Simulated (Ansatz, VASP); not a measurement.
# One calculation of HfC, two programs

```
Hf C
1.0
     0.00000    2.32980    2.32980
     2.32980    0.00000    2.32980
     2.32980    2.32980    0.00000
Hf C
1 1
Direct
  0.00000 0.00000 0.00000
  0.50000 0.50000 0.50000
```

Alike in both runs: task single point; functional LDA; k mesh 16 × 16 × 16; occupations fermi-dirac, width 0.15 eV; no spin polarisation.

|  | VASP | Ansatz |
| --- | --- | --- |
| version | VASP 6.6.1 | Ansatz 0.2.0 |
| potentials or method | VASP PAW LDA potentials, release 64 (Hf_pv, C), cutoff 520 eV | scalar-relativistic, plane waves, PAW |
| valence electrons in the cell | 14 | 30 |

|  | VASP | Ansatz | Ansatz less VASP |
| --- | --- | --- | --- |
| gap on the k mesh at the Fermi level (eV) | none | none | - |
| pressure (GPa) | -12.9 | -13.2 | -0.27 |

LDA's correlation is that of Perdew and Zunger in VASP and of Perdew and Wang (1992) in Ansatz. A gap of «none» marks a metal or a gap that the smearing closes. VASP's potentials hold 14 valence electrons a cell and Ansatz's 30, so a difference there can come from the potentials and not from the codes.

Spin-orbit coupling is off throughout.
